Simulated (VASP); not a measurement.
# B in VASP: notebook

Runs on B. Level: PBE. Tasks: single point.

Program: VASP 6.6.1. These are calculated values, not measurements. Logs are shortened: lines on timing, memory, paths and dates and some standing lists are left out, and cuts for length are marked.

### Step 1. The cell of the first run

The structure is orthorhombic, space group Pmmn (No. 59). The conventional cell has a = 1.629 Å, b = 2.858 Å, c = 3.798 Å, α = 90.00°, β = 90.00°, γ = 90.00°. B (site symmetry mm2) has 6 B at 1.63 to 1.85 Å within 2.2 Å.

### Step 2. Single point, PBE

The input, INCAR:

```
PREC = Accurate
ENCUT = 520
EDIFF = 1E-6
ISMEAR = 0
SIGMA = 0.1
LREAL = False
LASPH = True
NELM = 100
ALGO = Normal
ISIF = 2
LWAVE = False
LCHARG = False
GGA = PE
NBANDS = 10
```

The input, KPOINTS:

```
regular mesh
0
Gamma
  10 6 4
```

The input, POSCAR:

```
B
1.0
    1.6291818346      0.0000000000      0.0000000000
    0.0000000000      2.8578452425      0.0000000000
    0.0000000000      0.0000000000      3.7984410571
B
2
Direct
    0.0000000000      0.5000000000      0.6108510573
    0.5000000000      0.0000000000      0.3891489427
```

Potentials or basis: VASP PAW PBE potentials, release 64 (B).

Run with:

```
$ cat potpaw_PBE.64/B/POTCAR > POTCAR
$ mpirun -np 1 vasp_std > vasp.out
```

OUTCAR:

```text
PREC = Accurate
   ENCUT = 520
   EDIFF = 1E-6
   ISMEAR = 0
   LREAL = False
   LASPH = True
   NELM = 100
   ISIF = 2
   GGA = PE

 ion  position               nearest neighbor table
   1  0.000  0.500  0.611-   2 1.85   2 1.85   2 1.85   2 1.85
   2  0.500  0.000  0.389-   1 1.85   1 1.85   1 1.85   1 1.85

  LATTYP: Found a simple orthorhombic cell.
 ALAT       =     1.6291818346
 B/A-ratio  =     1.7541597763
 C/A-ratio  =     2.3315022157

  Lattice vectors:

 A1 = (   1.6291818346,   0.0000000000,   0.0000000000)
 A2 = (   0.0000000000,   2.8578452425,   0.0000000000)
 A3 = (   0.0000000000,   0.0000000000,   3.7984410571)

Analysis of symmetry for initial positions (statically):
=====================================================================
 Subroutine PRICEL returns:
 Original cell was already a primitive cell.

 Routine SETGRP: Setting up the symmetry group for a
 simple orthorhombic supercell.

 Subroutine GETGRP returns: Found  8 space group operations
 (whereof  4 operations were pure point group operations)
 out of a pool of  8 trial point group operations.

The static configuration has the point symmetry C_2v.
 The point group associated with its full space group is D_2h.

Analysis of symmetry for dynamics (positions and initial velocities):
=====================================================================
 Subroutine PRICEL returns:
 Original cell was already a primitive cell.

 Routine SETGRP: Setting up the symmetry group for a
 simple orthorhombic supercell.

 Subroutine GETGRP returns: Found  8 space group operations
 (whereof  4 operations were pure point group operations)
 out of a pool of  8 trial point group operations.

The dynamic configuration has the point symmetry C_2v.
 The point group associated with its full space group is D_2h.

 Subroutine INISYM returns: Found  8 space group operations
 (whereof  4 operations are pure point group operations),
 and found     1 'primitive' translations

----------------------------------------------------------------------------------------

                                     Primitive cell

  volume of cell :      17.6853

  direct lattice vectors                    reciprocal lattice vectors
     1.629181835  0.000000000  0.000000000     0.613805027  0.000000000  0.000000000
     0.000000000  2.857845242  0.000000000     0.000000000  0.349913979  0.000000000
     0.000000000  0.000000000  3.798441057     0.000000000  0.000000000  0.263265899

  length of vectors
     1.629181835  2.857845242  3.798441057     0.613805027  0.349913979  0.263265899

  position of ions in fractional coordinates (direct lattice)
     0.000000000  0.500000000  0.610851057
     0.500000000  0.000000000  0.389148943

  ion indices of the primitive-cell ions
   primitive index   ion index
                 1           1
                 2           2

----------------------------------------------------------------------------------------

 KPOINTS: regular mesh

Automatic generation of k-mesh.
 Grid dimensions read from file:
 generate k-points for:   10    6    4

 Generating k-lattice:

  Cartesian coordinates                     Fractional coordinates (reciprocal lattice)
     0.061380503  0.000000000  0.000000000     0.100000000  0.000000000  0.000000000
     0.000000000  0.058318996  0.000000000     0.000000000  0.166666667  0.000000000
     0.000000000  0.000000000  0.065816475     0.000000000  0.000000000  0.250000000

  Length of vectors
     0.061380503  0.058318996  0.065816475

  Shift w.r.t. Gamma in fractional coordinates (k-lattice)
     0.000000000  0.000000000  0.000000000

 Subroutine IBZKPT returns following result:
 ===========================================

 Found     72 irreducible k-points:

 Following reciprocal coordinates:
            Coordinates               Weight
  0.000000  0.000000  0.000000      1.000000
  0.100000  0.000000  0.000000      2.000000
  0.200000  0.000000  0.000000      2.000000
  0.300000  0.000000  0.000000      2.000000
  0.400000  0.000000  0.000000      2.000000
  0.500000  0.000000  0.000000      1.000000
[... 16 lines left out ...]
  0.400000  0.500000  0.000000      2.000000
  0.500000  0.500000  0.000000      1.000000
 [... further k-points ...]
   k-points           NKPTS =     72   k-points in BZ     NKDIM =     72   number of bands    NBANDS=     10
   number of dos      NEDOS =    301   number of ions     NIONS =      2
   total plane-waves  NPLWV =   8064
   dimension x,y,z NGX =    12 NGY =   24 NGZ =   28
   dimension x,y,z NGXF=    24 NGYF=   48 NGZF=   56
   ions per type =               2
   NGX,Y,Z   is equivalent  to a cutoff of  12.25, 13.96, 12.25 a.u.
   NGXF,Y,Z  is equivalent  to a cutoff of  24.49, 27.92, 24.51 a.u.
 SYSTEM =  unknown system
   PREC   = accura    normal or accurate (medium, high low for compatibility)
   ISTART =      0    job   : 0-new  1-cont  2-samecut
   ICHARG =      2    charge: 1-file 2-atom 10-const
   ISPIN  =      1    spin polarized calculation?
   LNONCOLLINEAR =      F non collinear calculations
   LSORBIT =      F    spin-orbit coupling
   LASPH  =      T    aspherical Exc in radial PAW
   ENCUT  =  520.0 eV  38.22 Ry    6.18 a.u.   3.03  5.31  7.06*2*pi/ulx,y,z
   NELM   =    100;   NELMIN=  2; NELMDL= -5     # of ELM steps
   EDIFF  = 0.1E-05   stopping-criterion for ELM
   LREAL  =      F    real-space projection
   EDIFFG = 0.1E-04   stopping-criterion for IOM
   NSW    =      0    number of steps for IOM
   IBRION =     -1    ionic relax: 0-MD 1-quasi-New 2-CG
   NFREE  =      0    steps in history (QN), initial steepest desc. (CG)
   ISIF   =      2    stress and relaxation
   ISYM   =      2    0-nonsym 1-usesym 2-fastsym
   POTIM  = 0.5000    time-step for ionic-motion
   TEBEG  =    0.0;   TEEND  =   0.0 temperature during run
   PSTRESS=    0.0 pullay stress
   NELECT =       6.0000    total number of electrons
   NUPDOWN=      -1.0000    fix difference up-down
   EMIN   =  10.00;   EMAX   =-10.00  energy-range for DOS
   EFERMI =   0.00;   METHOD = LEGACY
   ISMEAR =     0;   SIGMA  =   0.10  broadening in eV -4-tet -1-fermi 0-gaus
   EFERMI_NEDOS =   21; number of points for ismear=-14 and -15
   IALGO  =     38    algorithm
   IMIX   =      4    mixing-type and parameters
     AMIX     =   0.40;   BMIX     =  1.00
     AMIX_MAG =   1.60;   BMIX_MAG =  1.00
  volume/ion in A,a.u.               =       8.84        59.67
  Fermi-wavevector in a.u.,A,eV,Ry     =   1.141793  2.157676 17.737795  1.303691
  Thomas-Fermi vector in A             =   2.278492
   LORBIT       =      0    0 simple, 1 ext, 2 COOP (PROOUT), +10 PAW based schemes
   GGA     = PE    functional components
   LHFCALC =     F    Hartree Fock is set to
   AEXX    =    0.0000 exact exchange contribution
   IVDW    =     0    specifies the selected vdW correction
   LEPSILON=     F    determine dielectric tensor
   LRPA    =     F    only Hartree local field effects (RPA)
 non-spin polarized calculation
 Gauss-broadening in eV      SIGMA  =   0.10
  energy-cutoff  :      520.00
  volume of cell :       17.69
 maximum number of plane-waves:       492
   NGX =  7   NGY = 11   NGZ = 15

 number of electron       6.0000000 magnetization

 Free energy of the ion-electron system (eV)
  ---------------------------------------------------
  ext. energy  EPLUGINS =         0.00000000
  ---------------------------------------------------
  free energy    TOTEN  =       -12.44124810 eV

  energy without entropy =      -12.43840868  energy(sigma->0) =      -12.43982839

 E-fermi :   4.7185     XC(G=0): -10.4957

 val. band max:        4.6044713266   @ k =   0.2000   0.3333   0.0000
 cond. band min:       4.7468745595   @ k =   0.1000   0.1667   0.2500
 fundamental gap:      0.1424032329
 Fermi energy:         4.7184973972

 k-point     1 :       0.0000    0.0000    0.0000
  band No.  band energies     occupation
      1     -11.5337      2.00000
      2      -1.0154      2.00000
      3      -0.6953      2.00000
      4       2.2423      2.00000
      5       7.6708      0.00000
      6      13.2141      0.00000
      7      16.6046      0.00000
      8      21.0255      0.00000
      9      23.0983      0.00000
     10      26.4469      0.00000

 k-point     2 :       0.1000    0.0000    0.0000
  band No.  band energies     occupation
      1     -11.1328      2.00000
      2      -0.6123      2.00000
      3      -0.1584      2.00000
      4       2.7818      2.00000
      5       7.7599      0.00000
      6      13.6762      0.00000
      7      16.8033      0.00000
      8      21.0813      0.00000
      9      23.6622      0.00000
     10      23.9108      0.00000

 k-point     3 :       0.2000    0.0000    0.0000
  band No.  band energies     occupation
      1      -9.9440      2.00000
      2       0.4579      2.00000
      3       1.4445      2.00000
      4       4.3873      2.00000
      5       7.8821      0.00000
      6      14.9671      0.00000
      7      17.1696      0.00000
      8      18.4715      0.00000
      9      23.2820      0.00000
     10      25.5029      0.00000

 k-point     4 :       0.3000    0.0000    0.0000
  band No.  band energies     occupation
      1      -8.0129      2.00000
      2       1.4275      2.00000
      3       4.0847      2.00000
      4       6.9970      0.00000
      5       7.8714      0.00000
      6      15.7372      0.00000
      7      16.5198      0.00000
      8      16.8544      0.00000
      9      22.9629      0.00000
     10      24.7331      0.00000
[... 222 lines left out ...]
 k-point    22 :       0.3000    0.5000    0.0000
  band No.  band energies     occupation
      1      -4.7007      2.00000
      2      -4.7007      2.00000
      3       5.7271      0.00000
      4       5.7271      0.00000
      5      12.4377      0.00000
      6      12.4377      0.00000
      7      16.7990      0.00000
      8      16.7990      0.00000
      9      21.6431      0.00000
     10      21.6431      0.00000

 k-point    23 :       0.4000    0.5000    0.0000
  band No.  band energies     occupation
      1      -2.6624      2.00000
      2      -2.6624      2.00000
      3       7.9838      0.00000
      4       7.9838      0.00000
      5      11.3954      0.00000
      6      11.3954      0.00000
      7      15.8707      0.00000
      8      15.8707      0.00000
      9      21.4919      0.00000
     10      21.4919      0.00000

 k-point    24 :       0.5000    0.5000    0.0000
  band No.  band energies     occupation
      1      -1.5878      2.00000
      2      -1.5878      2.00000
      3       7.9510      0.00000
      4       7.9510      0.00000
      5      13.1544      0.00000
      6      13.1544      0.00000
      7      13.5918      0.00000
      8      13.5918      0.00000
      9      23.3193      0.00000
     10      23.3193      0.00000

 [... further k-points ...]

------------------------ aborting loop because EDIFF is reached ----------------------------------------

  FORCE on cell =-STRESS in cart. coord.  units (eV):
  Direction    XX          YY          ZZ          XY          YZ          ZX
  --------------------------------------------------------------------------------------
  -------------------------------------------------------------------------------------
  Total       -0.3093312      0.2806988      0.0875550      0.0000000      0.0000000      0.0000000
  in kB      -28.0233901     25.4294756      7.9319125      0.0000000      0.0000000      0.0000000
  external PRESSURE =       1.7793327 kB  Pullay stress =       0.0000000 kB

 VOLUME and BASIS-vectors are now :
 -----------------------------------------------------------------------------
  energy-cutoff  :      520.00
  volume of cell :       17.69
      direct lattice vectors                 reciprocal lattice vectors
     1.629181835  0.000000000  0.000000000     0.613805027  0.000000000  0.000000000
     0.000000000  2.857845242  0.000000000     0.000000000  0.349913979  0.000000000
     0.000000000  0.000000000  3.798441057     0.000000000  0.000000000  0.263265899

 POSITION                                       TOTAL-FORCE (eV/Angst)
 -----------------------------------------------------------------------------------
      0.00000      1.42892      2.32028         0.000000      0.000000      0.041321
      0.81459      0.00000      1.47816         0.000000      0.000000     -0.041321
 -----------------------------------------------------------------------------------
    total drift:                                0.000000      0.000000      0.000000

  FREE ENERGIE OF THE ION-ELECTRON SYSTEM (eV)
  ---------------------------------------------------
  free  energy   TOTEN  =       -12.4412480999 eV

  energy  without entropy=      -12.4384086805  energy(sigma->0) =      -12.43982839
```

It took 3.5 s on 1 thread of Intel Xeon 6975P-C (Granite Rapids), shared host; peak memory 0.12 GiB.

What came out:

| Property | Result |
| --- | --- |
| Free energy | -12.4412 eV |
| Pressure | 0.2 GPa |
| Largest force | 0.041 eV/Å |
| Band gap on the k mesh | zero (bands 3 and 4 overlap by 11.11 eV) |

Forces on the atoms (eV/Å):
```
B    0.000  0.000  0.041
B    0.000  0.000 -0.041
```

Stress tensor (GPa, compression positive):
```
-2.80  0.00  0.00
 0.00  2.54  0.00
 0.00  0.00  0.79
```

Caveat: the k points lie up to 0.41 Å⁻¹ apart, too coarse for converged energies and pressures of a metal; this functional lacks dispersion, which binds the layers, so the pressure and a relaxed spacing across them are unreliable.

### Step 3. Single point, PBE

This run uses another cell than the first one: it holds 8 atoms, not 2.

The input, INCAR:

```
SYSTEM = B
  ALGO = Normal
  EDIFF = 1E-7
  ENCUT = 520
  GGA = PE
  ISIF = 2
  ISMEAR = 0
  LASPH = .True.
  LCHARG = .False.
  LREAL = .False.
  LWAVE = .False.
  NBANDS = 22
  NELM = 60
  PREC = Accurate
  SIGMA = 0.2
```

The input, KPOINTS:

```
k-points
0
Gamma
  6 6 6
  0 0 0
```

The input, POSCAR:

```
B
1.0
    3.2583536281      0.0069973094      0.0040587021
   -0.0082990262      4.7062577532      0.6709555957
   -0.0046200633      0.6592407726      4.7071366798
B
8
Direct
    0.3749226376      0.1804094615      0.1804002087
    0.1250786227      0.3195891194      0.8195850865
    0.1250860644      0.8196761703      0.3196459108
    0.3749198518      0.6803579106      0.6804032707
    0.8748994323      0.1804684702      0.1804862176
    0.6250990285      0.3195210928      0.8195068188
    0.6250924793      0.8195478430      0.3195237293
    0.8749018832      0.6804299323      0.6804487576
```

Potentials or basis: VASP PAW PBE potentials, release 64 (B).

Run with:

```
$ cat potpaw_PBE.64/B/POTCAR > POTCAR
$ mpirun -np 1 vasp_std > vasp.out
```

Wall time 52 s (1 thread of Intel Xeon 6975P-C (Granite Rapids), shared host); peak memory 0.24 GiB.

The run converged. Its results:

| Item | Value |
| --- | --- |
| Free energy | -49.8469 eV |
| Pressure | 0.0 GPa |
| Largest force | 0.010 eV/Å |
| Band gap on the k mesh | zero (bands 12 and 13 overlap by 3.73 eV) |

Forces in eV/Å, atoms in the order of the input:
```
B   -0.001 -0.007 -0.006
B    0.002  0.007  0.006
B    0.000  0.005  0.005
B   -0.001 -0.006 -0.006
B    0.001 -0.007 -0.007
B   -0.002  0.007  0.006
B    0.000  0.007  0.006
B    0.001 -0.007 -0.006
```

Levels at points of the mesh, in eV from the Fermi level:
```tsv
k point	band 8	band 9	band 10	band 11	band 12	band 13	band 14	band 15	band 16	band 17
(0.00, 0.00, 0.00)	-5.59	-5.26	-4.52	-4.52	-2.33	3.10	3.58	3.58	6.58	6.59
(0.50, 0.00, 0.00)	-3.51	-1.93	-1.93	-1.56	-1.56	-1.56	-1.56	1.00	1.01	3.30
(0.00, 0.50, 0.00)	-6.57	-6.30	-6.30	-0.86	-0.86	5.13	5.13	5.13	5.13	5.82
(0.50, 0.50, 0.00)	-6.12	-3.39	-3.39	-3.38	-3.38	2.22	2.22	2.22	2.22	6.95
(0.00, 0.00, 0.50)	-6.57	-6.30	-6.30	-0.86	-0.86	5.13	5.13	5.13	5.13	5.83
(0.50, 0.00, 0.50)	-6.12	-3.39	-3.39	-3.38	-3.38	2.22	2.22	2.23	2.23	6.95
(0.00, 0.50, 0.50)	-6.16	-5.14	-2.92	-2.92	1.83	3.34	3.38	3.38	5.33	5.33
(0.50, 0.50, 0.50)	-5.49	-1.81	-1.81	-0.03	-0.03	-0.03	-0.03	2.76	2.77	4.86
```
